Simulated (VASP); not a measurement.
# B6N (P6/mmm) in VASP: further runs, part 2 of 2

VASP 6.6.1.

**4. Single point, PBE**

INCAR reads:

```
ALGO = Normal
EDIFF = 1E-7
ENCUT = 520
GGA = PE
ISIF = 2
ISMEAR = 0
LASPH = True
LCHARG = False
LREAL = False
LWAVE = False
NBANDS = 20
NELM = 80
PREC = Accurate
SIGMA = 0.1
```

KPOINTS reads:

```
k-points
0
Gamma
  12 12 6
```

POSCAR reads:

```
B6N
1.0
    3.0055114123      0.0000000000      0.0000000000
   -1.5027557061      2.6028492344      0.0000000000
    0.0000000000      0.0000000000      6.4539662696
B N
6 1
Direct
    0.0000000000      0.0000000000      0.7919471940
    0.0000000000      0.0000000000      0.2080528060
    0.3333333333      0.6666666667      0.6427076456
    0.3333333333      0.6666666667      0.3572923544
    0.6666666667      0.3333333333      0.3572923544
    0.6666666667      0.3333333333      0.6427076456
    0.0000000000      0.0000000000      0.0000000000
```

Potentials or basis: VASP PAW PBE potentials, release 64 (B, N).

On the command line:

```sh
$ cat potpaw_PBE.64/B/POTCAR potpaw_PBE.64/N/POTCAR > POTCAR
$ mpirun -np 1 vasp_std > vasp.out
```

OUTCAR:

```text
EDIFF = 1E-7
   ENCUT = 520
   GGA = PE
   ISIF = 2
   ISMEAR = 0
   LASPH = True
   LREAL = False
   NELM = 80
   PREC = Accurate

 ion  position               nearest neighbor table
   1  0.000  0.000  0.792-   7 1.34   6 1.98   3 1.98   3 1.98   6 1.98   6 1.98   3 1.98
   2  0.000  0.000  0.208-   7 1.34   5 1.98   4 1.98   4 1.98   5 1.98   5 1.98   4 1.98
   3  0.333  0.667  0.643-   6 1.74   6 1.74   6 1.74   4 1.84   1 1.98   1 1.98   1 1.98
   4  0.333  0.667  0.357-   5 1.74   5 1.74   5 1.74   3 1.84   2 1.98   2 1.98   2 1.98
   5  0.667  0.333  0.357-   4 1.74   4 1.74   4 1.74   6 1.84   2 1.98   2 1.98   2 1.98
   6  0.667  0.333  0.643-   3 1.74   3 1.74   3 1.74   5 1.84   1 1.98   1 1.98   1 1.98
   7  0.000  0.000  0.000-   1 1.34   2 1.34

  LATTYP: Found a hexagonal cell.
 ALAT       =     3.0055114123
 C/A-ratio  =     2.1473770631

  Lattice vectors:

 A1 = (   3.0055114123,   0.0000000000,   0.0000000000)
 A2 = (  -1.5027557061,   2.6028492344,   0.0000000000)
 A3 = (   0.0000000000,   0.0000000000,   6.4539662696)

Analysis of symmetry for initial positions (statically):
=====================================================================
 Subroutine PRICEL returns:
 Original cell was already a primitive cell.

 Routine SETGRP: Setting up the symmetry group for a
 hexagonal supercell.

 Subroutine GETGRP returns: Found 24 space group operations
 (whereof 24 operations were pure point group operations)
 out of a pool of 24 trial point group operations.

The static configuration has the point symmetry D_6h.

Analysis of symmetry for dynamics (positions and initial velocities):
=====================================================================
 Subroutine PRICEL returns:
 Original cell was already a primitive cell.

 Routine SETGRP: Setting up the symmetry group for a
 hexagonal supercell.

 Subroutine GETGRP returns: Found 24 space group operations
[... 130 lines left out ...]
   IALGO  =     38    algorithm
   IMIX   =      4    mixing-type and parameters
     AMIX     =   0.40;   BMIX     =  1.00
     AMIX_MAG =   1.60;   BMIX_MAG =  1.00
  volume/ion in A,a.u.               =       7.21        48.67
  Fermi-wavevector in a.u.,A,eV,Ry     =   1.259658  2.380409 21.588895  1.586739
  Thomas-Fermi vector in A             =   2.393207
   LORBIT       =      0    0 simple, 1 ext, 2 COOP (PROOUT), +10 PAW based schemes
   GGA     = PE    functional components
   LHFCALC =     F    Hartree Fock is set to
   AEXX    =    0.0000 exact exchange contribution
   IVDW    =     0    specifies the selected vdW correction
   LEPSILON=     F    determine dielectric tensor
   LRPA    =     F    only Hartree local field effects (RPA)
 non-spin polarized calculation
 Gauss-broadening in eV      SIGMA  =   0.10
  energy-cutoff  :      520.00
  volume of cell :       50.49
 maximum number of plane-waves:      1393
 NGX is ok and might be reduce to    24
   NGX = 11   NGY = 11   NGZ = 25

 number of electron      22.9999999 magnetization

 Free energy of the ion-electron system (eV)
  ---------------------------------------------------
  ext. energy  EPLUGINS =         0.00000000
  ---------------------------------------------------
  free energy    TOTEN  =       -46.99709816 eV

  energy without entropy =      -46.99185730  energy(sigma->0) =      -46.99447773

 E-fermi :   6.4135     XC(G=0): -11.6466

 val. band max:        6.3802874539   @ k =   0.0833   0.0000   0.5000
 cond. band min:       6.4238909034   @ k =   0.2500   0.1667   0.3333
 fundamental gap:      0.0436034496
 Fermi energy:         6.4135002294

 k-point     1 :       0.0000    0.0000    0.0000
  band No.  band energies     occupation
      1     -10.9796      2.00000
      2      -8.9667      2.00000
      3      -7.7648      2.00000
      4      -1.4165      2.00000
      5      -1.0649      2.00000
      6       3.8593      2.00000
[... 541 lines left out ...]
     19      14.3907      0.00000
     20      17.2040      0.00000

 [... further k-points ...]
[... 5 lines left out ...]
  --------------------------------------------------------------------------------------
  -------------------------------------------------------------------------------------
  Total       -0.0255709     -0.0255709     -0.0355635     -0.0000000      0.0000000      0.0000000
  in kB       -0.8114524     -0.8114524     -1.1285509     -0.0000000      0.0000000      0.0000000
  external PRESSURE =      -0.9171519 kB  Pullay stress =       0.0000000 kB

 VOLUME and BASIS-vectors are now :
 -----------------------------------------------------------------------------
  energy-cutoff  :      520.00
  volume of cell :       50.49
      direct lattice vectors                 reciprocal lattice vectors
     3.005511412  0.000000000  0.000000000     0.332722077  0.192097181  0.000000000
    -1.502755706  2.602849234  0.000000000     0.000000000  0.384194362  0.000000000
     0.000000000  0.000000000  6.453966270     0.000000000  0.000000000  0.154943481

 POSITION                                       TOTAL-FORCE (eV/Angst)
 -----------------------------------------------------------------------------------
      0.00000      0.00000      5.11120        -0.000000     -0.000000      0.009106
      0.00000      0.00000      1.34277         0.000000     -0.000000     -0.009106
     -0.00000      1.73523      4.14801        -0.000000     -0.000000      0.001113
     -0.00000      1.73523      2.30595         0.000000      0.000000     -0.001113
      1.50276      0.86762      2.30595        -0.000000      0.000000     -0.001113
      1.50276      0.86762      4.14801         0.000000      0.000000      0.001113
      0.00000      0.00000      0.00000        -0.000000     -0.000000     -0.000000
 -----------------------------------------------------------------------------------
    total drift:                                0.000000      0.000000      0.000000

  FREE ENERGIE OF THE ION-ELECTRON SYSTEM (eV)
  ---------------------------------------------------
  free  energy   TOTEN  =       -46.9970981630 eV

  energy  without entropy=      -46.9918573036  energy(sigma->0) =      -46.99447773
```

stdout:

```text
POSCAR found type information on POSCAR B N
 POSCAR found :  2 types and       7 ions
 scaLAPACK will be used
 LDA part: xc-table for (Slater+PW92), standard interpolation
 POSCAR, INCAR and KPOINTS ok, starting setup
 FFT: planning ... GRIDC
 FFT: planning ... GRID_SOFT
 FFT: planning ... GRID
 WAVECAR not read
 entering main loop
```

It took 25 s on 1 thread of Intel Xeon 6975P-C (Granite Rapids), shared host; peak memory 0.2 GiB.

What came out:

| Item | Value |
| --- | --- |
| Free energy | -46.9971 eV |
| Pressure | -0.1 GPa |
| Largest force | 0.009 eV/Å |
| Band gap on the k mesh | zero (an odd number of electrons rules out a gap without spin polarisation) |

Forces on the atoms (eV/Å):
```
B    0.000  0.000  0.009
B    0.000  0.000 -0.009
B    0.000  0.000  0.001
B    0.000  0.000 -0.001
B    0.000  0.000 -0.001
B    0.000  0.000  0.001
N    0.000  0.000  0.000
```

**5. Relaxation of cell and atoms, PBE**

INCAR reads:

```
SYSTEM = B6N
ALGO = Normal
EDIFF = 1E-6
EDIFFG = -0.01
ENCUT = 600
GGA = PE
IBRION = 2
ISIF = 3
ISMEAR = 0
LASPH = .True.
LCHARG = .False.
LREAL = .False.
LWAVE = .False.
NELM = 80
NSW = 100
PREC = Accurate
SIGMA = 0.1
```

KPOINTS reads:

```
k-points
0
Gamma
  12 12 6
  0 0 0
```

POSCAR reads:

```
B6N
1.0
    3.0007002893      0.0000000000      0.0000000000
   -1.5003501446      2.5986826796      0.0000000000
    0.0000000000      0.0000000000      6.4626721212
B N
6 1
Direct
    0.0000000000      0.0000000000      0.7922538170
    0.0000000000      0.0000000000      0.2077461830
    0.3333333333      0.6666666667      0.6420180568
    0.3333333333      0.6666666667      0.3579819432
    0.6666666667      0.3333333333      0.3579819432
    0.6666666667      0.3333333333      0.6420180568
    0.0000000000      0.0000000000      0.0000000000
```

Potentials or basis: VASP PAW PBE potentials, release 64 (B, N).

On the command line:

```sh
$ cat potpaw_PBE.64/B/POTCAR potpaw_PBE.64/N/POTCAR > POTCAR
$ mpirun -np 1 vasp_std > vasp.out
```

OUTCAR:

```text
SYSTEM = B6N
   EDIFF = 1E-6
   EDIFFG = -0.01
   ENCUT = 600
   GGA = PE
   IBRION = 2
   ISIF = 3
   ISMEAR = 0
   LASPH = .True.
   LREAL = .False.
   NELM = 80
   NSW = 100
   PREC = Accurate

 ion  position               nearest neighbor table
   1  0.000  0.000  0.792-   7 1.34   6 1.99   3 1.99   3 1.99   6 1.99   6 1.99   3 1.99
   2  0.000  0.000  0.208-   7 1.34   5 1.99   4 1.99   4 1.99   5 1.99   5 1.99   4 1.99
   3  0.333  0.667  0.642-   6 1.73   6 1.73   6 1.73   4 1.84   1 1.99   1 1.99   1 1.99
   4  0.333  0.667  0.358-   5 1.73   5 1.73   5 1.73   3 1.84   2 1.99   2 1.99   2 1.99
   5  0.667  0.333  0.358-   4 1.73   4 1.73   4 1.73   6 1.84   2 1.99   2 1.99   2 1.99
   6  0.667  0.333  0.642-   3 1.73   3 1.73   3 1.73   5 1.84   1 1.99   1 1.99   1 1.99
   7  0.000  0.000  0.000-   1 1.34   2 1.34

  LATTYP: Found a hexagonal cell.
 ALAT       =     3.0007002893
 C/A-ratio  =     2.1537212977

  Lattice vectors:

 A1 = (   3.0007002893,   0.0000000000,   0.0000000000)
 A2 = (  -1.5003501446,   2.5986826796,   0.0000000000)
 A3 = (   0.0000000000,   0.0000000000,   6.4626721212)

Analysis of symmetry for initial positions (statically):
=====================================================================
 Subroutine PRICEL returns:
 Original cell was already a primitive cell.

 Routine SETGRP: Setting up the symmetry group for a
 hexagonal supercell.

 Subroutine GETGRP returns: Found 24 space group operations
 (whereof 24 operations were pure point group operations)
 out of a pool of 24 trial point group operations.

[... 419 lines left out ...]

 number of electron      22.9999999 magnetization

 Free energy of the ion-electron system (eV)
  ---------------------------------------------------
  ext. energy  EPLUGINS =         0.00000000
  ---------------------------------------------------
  free energy    TOTEN  =       -47.00499078 eV

  energy without entropy =      -46.99976969  energy(sigma->0) =      -47.00238024

 E-fermi :   6.4197     XC(G=0): -11.6496

 val. band max:        6.3855314564   @ k =   0.0833   0.0000   0.5000
 cond. band min:       6.4302168444   @ k =   0.2500   0.1667   0.3333
 fundamental gap:      0.0446853880
 Fermi energy:         6.4197388514

 k-point     1 :       0.0000    0.0000    0.0000
  band No.  band energies     occupation
      1     -10.9790      2.00000
      2      -8.9648      2.00000
      3      -7.7643      2.00000
      4      -1.4133      2.00000
      5      -1.0617      2.00000
      6       3.8645      2.00000
      7       3.8645      2.00000
      8       4.2815      2.00000
      9       4.2815      2.00000
     10       6.3815      1.41109
     11       6.3815      1.41109
     12       7.5338      0.00000
     13       7.5338      0.00000
     14       9.0744      0.00000
[... 401 lines left out ...]
      2      -7.7772      2.00000
      3      -5.7175      2.00000
      4      -2.6536      2.00000
      5      -1.7249      2.00000
      6      -0.2319      2.00000
      7       0.1355      2.00000
      8       0.6143      2.00000
      9       2.5221      2.00000
     10       3.8016      2.00000
     11       5.3264      2.00000
     12       6.2994      1.91113
     13       8.8203      0.00000
     14       9.0684      0.00000
     15      10.8987      0.00000

 [... further k-points ...]
[... 5 lines left out ...]
  --------------------------------------------------------------------------------------
  -------------------------------------------------------------------------------------
  Total        0.0034457      0.0034457      0.0000336      0.0000000     -0.0000000      0.0000000
  in kB        0.1094166      0.1094166      0.0010670      0.0000000     -0.0000000      0.0000000
  external PRESSURE =       0.0733001 kB  Pullay stress =       0.0000000 kB
[... 22 lines left out ...]
  FREE ENERGIE OF THE ION-ELECTRON SYSTEM (eV)
  ---------------------------------------------------
  free  energy   TOTEN  =       -47.0049907850 eV

  energy  without entropy=      -46.9997696864  energy(sigma->0) =      -47.00238024

 reached required accuracy - stopping structural energy minimisation
```

OSZICAR:

```text
N       E                     dE             d eps       ncg     rms          rms(c)
DAV:   1     0.765842694712E+02    0.76584E+02   -0.12143E+04  2280   0.156E+03
DAV:   2    -0.454654906635E+02   -0.12205E+03   -0.11964E+03  3137   0.278E+02
DAV:   3    -0.496933128379E+02   -0.42278E+01   -0.41860E+01  3092   0.551E+01
[... 44 lines left out ...]
       N       E                     dE             d eps       ncg     rms          rms(c)
DAV:   1    -0.470050004010E+02   -0.18600E-04   -0.53643E-04  2408   0.198E-01    0.194E-02
DAV:   2    -0.470049928492E+02    0.75518E-05   -0.80244E-05  3074   0.696E-02    0.697E-03
DAV:   3    -0.470049910444E+02    0.18047E-05   -0.96340E-06  2797   0.226E-02    0.346E-03
DAV:   4    -0.470049907850E+02    0.25946E-06   -0.85956E-07  1329   0.788E-03
   7 F= -.47004991E+02 E0= -.47002380E+02  d E =-.958252E-05
```

Wall time 71 s (1 thread of Intel Xeon 6975P-C (Granite Rapids), shared host); peak memory 0.21 GiB.

Results:

```yaml
Free_energy: -47.0050 eV
Relaxed_volume: 7.21 Å³/atom
Relaxed_cell: a = 3.005 Å, b = 3.005 Å, c = 6.453 Å, α = 90.00°, β = 90.00°, γ = 120.00°
Space_group_after_relaxing_to_0.1_Å: P6/mmm (No. 191)
Energy_gained_by_relaxing: 0.2 meV/atom
Ionic_steps: 7
Pressure_after_relaxing: 0.0 GPa
Band_gap_on_the_k_mesh: zero (an odd number of electrons rules out a gap without spin polarisation)
```

The path:
| step | energy change (eV) | largest force (eV/Å) | pressure (GPa) | volume (Å³) |
| --- | --- | --- | --- | --- |
| 1 | 0.0000 | 0.0837 | 0.31 | 50.40 |
| 2 | -0.0012 | 0.0091 | -0.19 | 50.50 |
| 3 | -0.0012 | 0.0055 | -0.21 | 50.50 |
| 4 | -0.0012 | 0.0411 | 0.16 | 50.44 |
| 5 | -0.0013 | 0.0168 | -0.03 | 50.47 |
| 6 | -0.0013 | 0.0138 | 0.04 | 50.44 |
| 7 | -0.0013 | 0.0011 | 0.01 | 50.45 |

Final structure:
```cif
data_structure
_symmetry_space_group_name_H-M 'P 1'
_symmetry_Int_Tables_number 1
_cell_length_a 3.0048
_cell_length_b 3.0048
_cell_length_c 6.4526
_cell_angle_alpha 90.000
_cell_angle_beta 90.000
_cell_angle_gamma 120.000
_cell_volume 50.45
loop_
_atom_site_label
_atom_site_type_symbol
_atom_site_fract_x
_atom_site_fract_y
_atom_site_fract_z
_atom_site_occupancy
B1 B 0.00000 0.00000 0.79194 1
B2 B 0.00000 0.00000 0.20806 1
B3 B 0.33333 0.66667 0.64273 1
B4 B 0.33333 0.66667 0.35727 1
B5 B 0.66667 0.33333 0.35727 1
B6 B 0.66667 0.33333 0.64273 1
N1 N 0.00000 0.00000 0.00000 1
```

Levels at points of the mesh, in eV from the Fermi level:
```csv
k point,band 7,band 8,band 9,band 10,band 11,band 12,band 13,band 14,band 15
"(0.00, 0.00, 0.00)",-2.56,-2.14,-2.14,-0.04,-0.04,1.11,1.11,2.65,2.65
"(0.50, 0.00, 0.00)",-6.69,-6.37,-4.26,-2.49,-1.47,-1.04,1.78,2.98,3.34
"(0.00, 0.00, 0.50)",-2.55,-2.01,-2.01,-0.05,-0.05,0.36,0.36,2.35,3.72
"(0.50, 0.00, 0.50)",-6.15,-5.32,-4.88,-3.10,-2.05,-0.55,2.06,2.76,4.68
```

**6. Summary**

```csv
task,cell,k mesh,cutoff (eV),smearing,gap on the mesh (eV),pressure (GPa),relaxed volume (Å³/atom),largest force (eV/Å)
single point,"a = 3.001, b = 3.001, c = 6.463 Å, angles 90.0, 90.0, 120.0°, 7 atoms, atomic positions A",5 × 5 × 3,520,gaussian 0.2 eV,none,0.4,-,0.05
relaxation of cell and atoms,"relaxed from a = 3.740, b = 3.740, c = 5.035 Å, angles 90.0, 90.0, 120.0°, 7 atoms, atomic positions B",5 × 5 × 3,600,gaussian 0.2 eV,none,-0.2,7.22,0.02
single point,"a = 3.006, b = 3.006, c = 6.454 Å, angles 90.0, 90.0, 120.0°, 7 atoms, atomic positions A",12 × 12 × 6,520,gaussian 0.1 eV,none,-0.1,-,0.01
relaxation of cell and atoms,"relaxed from a = 3.001, b = 3.001, c = 6.463 Å, angles 90.0, 90.0, 120.0°, 7 atoms, atomic positions A",12 × 12 × 6,600,gaussian 0.1 eV,none,0.0,7.21,-
```

Alike in all rows: level PBE; potentials or basis VASP PAW PBE potentials, release 64 (B, N); no spin polarisation.

Caveats: some runs use coarse meshes; the volume moved by over 15 % at a fixed basis, so the end points are rough (at least some runs).

Total energies depend on the potentials used, so only differences within one code and one set of settings carry meaning.
